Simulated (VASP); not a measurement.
# SnTe3 (P4mm) in VASP: a series of runs

The runs below take SnTe3 through single point, relaxation of cell and atoms, with PBE.

Program: VASP 6.6.1. These are calculated values, not measurements. Logs are shortened: lines on timing, memory, paths and dates and some standing lists are left out, and cuts for length are marked.

## Step 1: The cell of the first run

The structure is tetragonal, space group P4mm (No. 99). The conventional cell has a = 6.184 Å, b = 6.184 Å, c = 3.380 Å, α = 90.00°, β = 90.00°, γ = 90.00°. Within 4.2 Å of Sn (site symmetry 4mm) lie 8 Te at 3.18 to 4.05 Å and 2 Sn at 3.38 Å. Within 4.1 Å of Te (site symmetry 2mm) lie 4 Te at 3.09 to 3.38 Å and 4 Sn at 3.18 to 4.05 Å. Within 4.1 Å of Te (site symmetry 4mm) lie 6 Te at 3.09 to 3.38 Å.

The cell was generated, and may not be a known phase.

## Step 2: Single point, PBE

Input file INCAR:

```
  ALGO = Normal
  EDIFF = 1E-7
  ENCUT = 520
  GGA = PE
  ISIF = 2
  ISMEAR = 0
  LASPH = T
  LCHARG = F
  LREAL = F
  LWAVE = F
  NBANDS = 24
  NELM = 80
  PREC = Accurate
  SIGMA = 0.2
```

Input file KPOINTS:

```
k-points
0
Gamma
  4 4 5
```

Input file POSCAR:

```
SnTe3
1.0
    6.1836134147      0.0000000000      0.0000000000
    0.0000000000      6.1836134147      0.0000000000
    0.0000000000      0.0000000000      3.3800210780
Sn Te
1 3
Direct
    0.0000000000      0.0000000000      0.3322829960
    0.5000000000      0.0000000000      0.5571817101
    0.0000000000      0.5000000000      0.5571817101
    0.5000000000      0.5000000000      0.5719384237
```

Potentials or basis: VASP PAW PBE potentials, release 64 (Sn_d, Te).

The run is started by

```sh
$ cat potpaw_PBE.64/Sn_d/POTCAR potpaw_PBE.64/Te/POTCAR > POTCAR
$ mpirun -np 1 vasp_std > vasp.out
```

OUTCAR:

```text
EDIFF = 1E-7
   ENCUT = 520
   GGA = PE
   ISIF = 2
   ISMEAR = 0
   LASPH = T
   LREAL = F
   NELM = 80
   PREC = Accurate

 ion  position               nearest neighbor table
   1  0.000  0.000  0.332-   2 3.18   3 3.18   3 3.18   2 3.18
   2  0.500  0.000  0.557-   4 3.09   4 3.09   1 3.18   1 3.18
   3  0.000  0.500  0.557-   4 3.09   4 3.09   1 3.18   1 3.18
   4  0.500  0.500  0.572-   2 3.09   3 3.09   2 3.09   3 3.09

  LATTYP: Found a simple tetragonal cell.
 ALAT       =     6.1836134147
 C/A-ratio  =     0.5466093773

  Lattice vectors:

 A1 = (   6.1836134147,   0.0000000000,   0.0000000000)
 A2 = (   0.0000000000,   6.1836134147,   0.0000000000)
 A3 = (   0.0000000000,   0.0000000000,   3.3800210780)

Analysis of symmetry for initial positions (statically):
=====================================================================
 Subroutine PRICEL returns:
 Original cell was already a primitive cell.

 Routine SETGRP: Setting up the symmetry group for a
 simple tetragonal supercell.

 Subroutine GETGRP returns: Found  8 space group operations
 (whereof  8 operations were pure point group operations)
 out of a pool of 16 trial point group operations.

The static configuration has the point symmetry C_4v.

Analysis of symmetry for dynamics (positions and initial velocities):
=====================================================================
 Subroutine PRICEL returns:
 Original cell was already a primitive cell.

 Routine SETGRP: Setting up the symmetry group for a
 simple tetragonal supercell.

 Subroutine GETGRP returns: Found  8 space group operations
 (whereof  8 operations were pure point group operations)
 out of a pool of 16 trial point group operations.

The dynamic configuration has the point symmetry C_4v.

 Subroutine INISYM returns: Found  8 space group operations
 (whereof  8 operations are pure point group operations),
 and found     1 'primitive' translations

----------------------------------------------------------------------------------------

                                     Primitive cell

  volume of cell :     129.2421

  direct lattice vectors                    reciprocal lattice vectors
     6.183613415  0.000000000  0.000000000     0.161717742  0.000000000  0.000000000
     0.000000000  6.183613415  0.000000000     0.000000000  0.161717742  0.000000000
     0.000000000  0.000000000  3.380021078     0.000000000  0.000000000  0.295856143

  length of vectors
     6.183613415  6.183613415  3.380021078     0.161717742  0.161717742  0.295856143

  position of ions in fractional coordinates (direct lattice)
     0.000000000  0.000000000  0.332282996
     0.500000000  0.000000000  0.557181710
     0.000000000  0.500000000  0.557181710
     0.500000000  0.500000000  0.571938424

  ion indices of the primitive-cell ions
   primitive index   ion index
                 1           1
                 2           2
                 3           3
                 4           4

----------------------------------------------------------------------------------------

 KPOINTS: k-points

Automatic generation of k-mesh.
 Grid dimensions read from file:
 generate k-points for:    4    4    5

 Generating k-lattice:

  Cartesian coordinates                     Fractional coordinates (reciprocal lattice)
     0.040429436  0.000000000  0.000000000     0.250000000  0.000000000  0.000000000
     0.000000000  0.040429436  0.000000000     0.000000000  0.250000000  0.000000000
     0.000000000  0.000000000  0.059171229     0.000000000  0.000000000  0.200000000

  Length of vectors
     0.040429436  0.040429436  0.059171229

  Shift w.r.t. Gamma in fractional coordinates (k-lattice)
     0.000000000  0.000000000  0.000000000

 Subroutine IBZKPT returns following result:
 ===========================================

 Found     18 irreducible k-points:

 Following reciprocal coordinates:
            Coordinates               Weight
  0.000000  0.000000  0.000000      1.000000
  0.250000  0.000000  0.000000      4.000000
  0.500000  0.000000  0.000000      2.000000
  0.250000  0.250000  0.000000      4.000000
  0.500000  0.250000  0.000000      4.000000
  0.500000  0.500000  0.000000      1.000000
[... 10 lines left out ...]
  0.500000  0.250000  0.400000      8.000000
  0.500000  0.500000  0.400000      2.000000
   k-points           NKPTS =     18   k-points in BZ     NKDIM =     18   number of bands    NBANDS=     24
   number of dos      NEDOS =    301   number of ions     NIONS =      4
   total plane-waves  NPLWV =  64512
   dimension x,y,z NGX =    48 NGY =   48 NGZ =   28
   dimension x,y,z NGXF=    96 NGYF=   96 NGZF=   56
   ions per type =               1   3
   NGX,Y,Z   is equivalent  to a cutoff of  12.90, 12.90, 13.77 a.u.
   NGXF,Y,Z  is equivalent  to a cutoff of  25.81, 25.81, 27.54 a.u.
 SYSTEM =  unknown system
   PREC   = accura    normal or accurate (medium, high low for compatibility)
   ISTART =      0    job   : 0-new  1-cont  2-samecut
   ICHARG =      2    charge: 1-file 2-atom 10-const
   ISPIN  =      1    spin polarized calculation?
   LNONCOLLINEAR =      F non collinear calculations
   LSORBIT =      F    spin-orbit coupling
   LASPH  =      T    aspherical Exc in radial PAW
   ENCUT  =  520.0 eV  38.22 Ry    6.18 a.u.  11.50 11.50  6.28*2*pi/ulx,y,z
   NELM   =     80;   NELMIN=  2; NELMDL= -5     # of ELM steps
   EDIFF  = 0.1E-06   stopping-criterion for ELM
   LREAL  =      F    real-space projection
   EDIFFG = 0.1E-05   stopping-criterion for IOM
   NSW    =      0    number of steps for IOM
   IBRION =     -1    ionic relax: 0-MD 1-quasi-New 2-CG
   NFREE  =      0    steps in history (QN), initial steepest desc. (CG)
   ISIF   =      2    stress and relaxation
   ISYM   =      2    0-nonsym 1-usesym 2-fastsym
   POTIM  = 0.5000    time-step for ionic-motion
   TEBEG  =    0.0;   TEEND  =   0.0 temperature during run
   PSTRESS=    0.0 pullay stress
   NELECT =      32.0000    total number of electrons
   NUPDOWN=      -1.0000    fix difference up-down
   EMIN   =  10.00;   EMAX   =-10.00  energy-range for DOS
   EFERMI =   0.00;   METHOD = LEGACY
   ISMEAR =     0;   SIGMA  =   0.20  broadening in eV -4-tet -1-fermi 0-gaus
   EFERMI_NEDOS =   21; number of points for ismear=-14 and -15
   IALGO  =     38    algorithm
   IMIX   =      4    mixing-type and parameters
     AMIX     =   0.40;   BMIX     =  1.00
     AMIX_MAG =   1.60;   BMIX_MAG =  1.00
  volume/ion in A,a.u.               =      32.31       218.04
  Fermi-wavevector in a.u.,A,eV,Ry     =   1.027993  1.942625 14.378222  1.056769
  Thomas-Fermi vector in A             =   2.161967
   LORBIT       =      0    0 simple, 1 ext, 2 COOP (PROOUT), +10 PAW based schemes
   GGA     = PE    functional components
   LHFCALC =     F    Hartree Fock is set to
   AEXX    =    0.0000 exact exchange contribution
   IVDW    =     0    specifies the selected vdW correction
   LEPSILON=     F    determine dielectric tensor
   LRPA    =     F    only Hartree local field effects (RPA)
 non-spin polarized calculation
 Gauss-broadening in eV      SIGMA  =   0.20
  energy-cutoff  :      520.00
  volume of cell :      129.24
 maximum number of plane-waves:      3500
 NGX is ok and might be reduce to    48
   NGX = 23   NGY = 23   NGZ = 13

 number of electron      31.9999996 magnetization

 Free energy of the ion-electron system (eV)
  ---------------------------------------------------
  ext. energy  EPLUGINS =         0.00000000
  ---------------------------------------------------
  free energy    TOTEN  =       -13.51814771 eV

  energy without entropy =      -13.49121409  energy(sigma->0) =      -13.50468090

 E-fermi :   6.3467     XC(G=0):  -9.3662

 val. band max:        6.3093015874   @ k =   0.5000   0.0000   0.2000
 cond. band min:       6.4258485491   @ k =   0.2500   0.0000   0.2000
 fundamental gap:      0.1165469617
 Fermi energy:         6.3466630866

 k-point     1 :       0.0000    0.0000    0.0000
  band No.  band energies     occupation
      1     -15.1614      2.00000
      2     -15.1516      2.00000
      3     -15.1334      2.00000
      4     -15.0602      2.00000
      5     -15.0602      2.00000
      6      -6.8711      2.00000
[... 16 lines left out ...]
     23      13.0980      0.00000
     24      13.3152      0.00000

 k-point     2 :       0.2500    0.0000    0.0000
  band No.  band energies     occupation
      1     -15.1609      2.00000
      2     -15.1516      2.00000
      3     -15.1333      2.00000
      4     -15.0603      2.00000
      5     -15.0602      2.00000
      6      -6.7025      2.00000
[... 16 lines left out ...]
     23      12.8555      0.00000
     24      13.7837      0.00000

 k-point     3 :       0.5000    0.0000    0.0000
  band No.  band energies     occupation
      1     -15.1605      2.00000
      2     -15.1517      2.00000
      3     -15.1331      2.00000
      4     -15.0602      2.00000
      5     -15.0602      2.00000
      6      -6.4341      2.00000
[... 16 lines left out ...]
     23      11.9173      0.00000
     24      12.3658      0.00000

 k-point     4 :       0.2500    0.2500    0.0000
  band No.  band energies     occupation
      1     -15.1605      2.00000
      2     -15.1517      2.00000
      3     -15.1331      2.00000
      4     -15.0602      2.00000
      5     -15.0602      2.00000
      6      -6.5253      2.00000
[... 16 lines left out ...]
     23      12.8740      0.00000
     24      13.6294      0.00000

 k-point     5 :       0.5000    0.2500    0.0000
  band No.  band energies     occupation
      1     -15.1600      2.00000
      2     -15.1518      2.00000
      3     -15.1330      2.00000
      4     -15.0602      2.00000
      5     -15.0602      2.00000
      6      -6.2272      2.00000
[... 16 lines left out ...]
     23      12.5754      0.00000
     24      12.8588      0.00000

 k-point     6 :       0.5000    0.5000    0.0000
  band No.  band energies     occupation
      1     -15.1595      2.00000
      2     -15.1519      2.00000
      3     -15.1328      2.00000
      4     -15.0602      2.00000
      5     -15.0602      2.00000
      6      -5.7563      2.00000
[... 16 lines left out ...]
     23      13.2845      0.00000
     24      13.2845      0.00000
[... 217 lines left out ...]
 k-point    15 :       0.5000    0.0000    0.4000
  band No.  band energies     occupation
      1     -15.1555      2.00000
      2     -15.1477      2.00000
      3     -15.1008      2.00000
      4     -15.1006      2.00000
      5     -15.0109      2.00000
      6      -5.3664      2.00000
[... 16 lines left out ...]
     23      12.0801      0.00000
     24      12.3775      0.00000

 k-point    16 :       0.2500    0.2500    0.4000
  band No.  band energies     occupation
      1     -15.1555      2.00000
      2     -15.1477      2.00000
      3     -15.1007      2.00000
      4     -15.1007      2.00000
      5     -15.0109      2.00000
      6      -5.4413      2.00000
[... 16 lines left out ...]
     23      10.9844      0.00000
     24      12.0110      0.00000

 k-point    17 :       0.5000    0.2500    0.4000
  band No.  band energies     occupation
      1     -15.1551      2.00000
      2     -15.1477      2.00000
      3     -15.1008      2.00000
      4     -15.1007      2.00000
      5     -15.0107      2.00000
      6      -5.1602      2.00000
[... 16 lines left out ...]
     23      11.9827      0.00000
     24      12.3394      0.00000

 k-point    18 :       0.5000    0.5000    0.4000
  band No.  band energies     occupation
      1     -15.1548      2.00000
      2     -15.1478      2.00000
      3     -15.1008      2.00000
      4     -15.1008      2.00000
      5     -15.0106      2.00000
      6      -4.7051      2.00000
[... 16 lines left out ...]
     23      12.4908      0.00000
     24      12.4908      0.00000

------------------------ aborting loop because EDIFF is reached ----------------------------------------

  FORCE on cell =-STRESS in cart. coord.  units (eV):
  Direction    XX          YY          ZZ          XY          YZ          ZX
  --------------------------------------------------------------------------------------
  -------------------------------------------------------------------------------------
  Total        0.2057528      0.2057528     -0.1291307      0.0000000      0.0000000      0.0000000
  in kB        2.5506581      2.5506581     -1.6007963      0.0000000      0.0000000      0.0000000
  external PRESSURE =       1.1668400 kB  Pullay stress =       0.0000000 kB

 VOLUME and BASIS-vectors are now :
 -----------------------------------------------------------------------------
  energy-cutoff  :      520.00
  volume of cell :      129.24
      direct lattice vectors                 reciprocal lattice vectors
     6.183613415  0.000000000  0.000000000     0.161717742  0.000000000  0.000000000
     0.000000000  6.183613415  0.000000000     0.000000000  0.161717742  0.000000000
     0.000000000  0.000000000  3.380021078     0.000000000  0.000000000  0.295856143

 POSITION                                       TOTAL-FORCE (eV/Angst)
 -----------------------------------------------------------------------------------
      0.00000      0.00000      1.12312         0.000000     -0.000000      0.036964
      3.09181      0.00000      1.88329        -0.000000     -0.000000     -0.001754
      0.00000      3.09181      1.88329        -0.000000     -0.000000     -0.001754
      3.09181      3.09181      1.93316        -0.000000      0.000000     -0.033457
 -----------------------------------------------------------------------------------
    total drift:                                0.000000      0.000000     -0.001182

  FREE ENERGIE OF THE ION-ELECTRON SYSTEM (eV)
  ---------------------------------------------------
  free  energy   TOTEN  =       -13.5181477111 eV

  energy  without entropy=      -13.4912140920  energy(sigma->0) =      -13.50468090
```

Wall time 47 s (1 thread of Intel Xeon 8259CL, shared host); peak memory 0.26 GiB.

Results:

```yaml
Free_energy: -13.5181 eV
Pressure: 0.1 GPa
Largest_force: 0.037 eV/Å
Band_gap_on_the_k_mesh: zero (bands 16 and 17 overlap by 3.63 eV)
```

Forces on the atoms (eV/Å):
```
Sn   0.000  0.000  0.037
Te   0.000  0.000 -0.002
Te   0.000  0.000 -0.002
Te   0.000  0.000 -0.033
```

Stress tensor (GPa, compression positive):
```
 0.26  0.00  0.00
 0.00  0.26  0.00
 0.00  0.00 -0.16
```

Levels at points of the mesh, in eV from the Fermi level:
```csv
k point,band 14,band 15,band 16,band 17,band 18,band 19
"(0.00, 0.00, 0.00)",0.44,1.84,2.51,2.51,2.52,2.71
"(0.50, 0.00, 0.00)",-0.46,0.58,1.05,1.59,2.48,2.74
"(0.50, 0.50, 0.00)",-1.80,-0.72,0.11,0.11,1.38,1.68
```

Caveat: the k points lie up to 0.37 Å⁻¹ apart, too coarse for converged energies and pressures of a metal; spin-orbit coupling is left out, which moves the levels of the heavy elements.

## Step 3: Relaxation of cell and atoms, PBE

This run uses another cell than the first one, of 34.03 Å³/atom.

Input file INCAR:

```
SYSTEM = SnTe3
PREC = Accurate
ENCUT = 600
EDIFF = 1E-6
ISMEAR = 0
SIGMA = 0.2
LREAL = .False.
LASPH = .True.
NELM = 80
ALGO = Normal
ISIF = 3
LWAVE = .False.
LCHARG = .False.
GGA = PE
IBRION = 2
NSW = 36
EDIFFG = -0.08
```

Input file KPOINTS:

```
Automatic mesh
0
Gamma
  4 4 5
  0 0 0
```

Input file POSCAR:

```
SnTe3
1.0
    5.5527075800      0.0000000000      0.0000000000
    0.0000000000      5.5527075800      0.0000000000
    0.0000000000      0.0000000000      4.4142756700
Sn Te
1 3
Direct
    0.0000000000      0.0000000000      0.3517916400
    0.5000000000      0.0000000000      0.5800448400
    0.0000000000      0.5000000000      0.5800448400
    0.5000000000      0.5000000000      0.5067035200
```

Potentials or basis: VASP PAW PBE potentials, release 64 (Sn_d, Te).

The run is started by

```sh
$ cat potpaw_PBE.64/Sn_d/POTCAR potpaw_PBE.64/Te/POTCAR > POTCAR
$ mpirun -np 1 vasp_std > vasp.out
```

It took 14 min on 1 thread of Intel Xeon 8259CL, shared host; peak memory 0.34 GiB.

The run converged. Its results:

| Quantity | Value |
| --- | --- |
| Free energy | -13.5185 eV |
| Relaxed volume | 32.47 Å³/atom |
| Relaxed cell | a = 6.197 Å, b = 6.197 Å, c = 3.382 Å, α = 90.00°, β = 90.00°, γ = 90.00° |
| Space group after relaxing (to 0.1 Å) | P4mm (No. 99) |
| Energy gained by relaxing | 288.0 meV/atom |
| Ionic steps | 28 |
| Pressure after relaxing | -0.1 GPa |
| Largest force after relaxing | 0.032 eV/Å |
| Band gap on the k mesh | zero (bands 16 and 17 overlap by 3.59 eV) |

Forces on the atoms (eV/Å):
```
Sn   0.000  0.000 -0.005
Te   0.000  0.000 -0.013
Te   0.000  0.000 -0.013
Te   0.000  0.000  0.032
```

Stress tensor (GPa, compression positive):
```
 0.04  0.00  0.00
 0.00  0.04  0.00
 0.00  0.00 -0.28
```

Step by step:
```tsv
step	energy change (eV)	largest force (eV/Å)	pressure (GPa)	volume (Å³)
1	0.0000	0.8506	8.85	136.10
2	-0.2913	0.4507	-4.42	175.67
3	-0.7068	0.1834	-0.50	156.01
4	-0.7070	0.1747	-0.37	155.59
5	-0.7265	0.1932	-0.39	153.86
6	-0.7863	0.2130	-0.39	148.58
7	-0.9301	0.1559	-0.07	137.74
8	-0.6877	0.1047	7.12	114.93
9	-0.9681	0.1891	0.17	134.46
10	-1.0823	0.0956	2.17	124.83
11	-1.0204	0.0991	4.12	119.91
12	-1.0861	0.0981	2.49	123.87
13	-1.0940	0.1020	2.48	123.67
14	-1.0979	0.1061	2.51	123.35
15	-1.1060	0.1076	2.25	123.90
16	-1.1254	0.1121	1.52	125.54
17	-1.1431	0.1186	0.19	128.88
18	-1.1435	0.1197	0.00	129.41
19	-1.1435	0.1200	-0.05	129.53
20	-1.1438	0.1183	-0.05	129.54
21	-1.1446	0.1128	-0.04	129.58
22	-1.1460	0.1017	-0.04	129.64
23	-1.1477	0.0800	-0.03	129.78
24	-1.1469	0.0389	-0.02	130.04
25	-1.1481	0.0656	-0.04	129.87
26	-1.1486	0.0627	-0.04	129.87
27	-1.1501	0.0522	-0.05	129.87
28	-1.1520	0.0319	-0.07	129.87
```

Final structure:
```
CELL_PARAMETERS angstrom
6.19734 0.00000 0.00000
0.00000 6.19734 0.00000
0.00000 0.00000 3.38151
ATOMIC_POSITIONS crystal
Sn 0.00000 0.00000 0.35012
Te 0.50000 0.00000 0.55802
Te 0.00000 0.50000 0.55802
Te 0.50000 0.50000 0.55242
```

Levels at points of the mesh, in eV from the Fermi level:
```tsv
k point	band 12	band 13	band 14	band 15	band 16	band 17	band 18	band 19	band 20
(0.00, 0.00, 0.00)	-3.52	-3.52	0.45	1.84	2.47	2.47	2.53	2.70	4.46
(0.50, 0.00, 0.00)	-2.53	-2.22	-0.48	0.56	1.08	1.59	2.46	2.70	4.87
(0.50, 0.50, 0.00)	-2.12	-1.83	-1.82	-0.72	0.11	0.11	1.37	1.67	1.67
```

Caveat: a cell axis changed by over 15 % at a fixed basis, so the end point is rough; spin-orbit coupling is left out, which moves the levels of the heavy elements.

(Part 1 of 2 ends here.)

The gap in the log of VASP goes by the Fermi energy; the results here count the filled bands.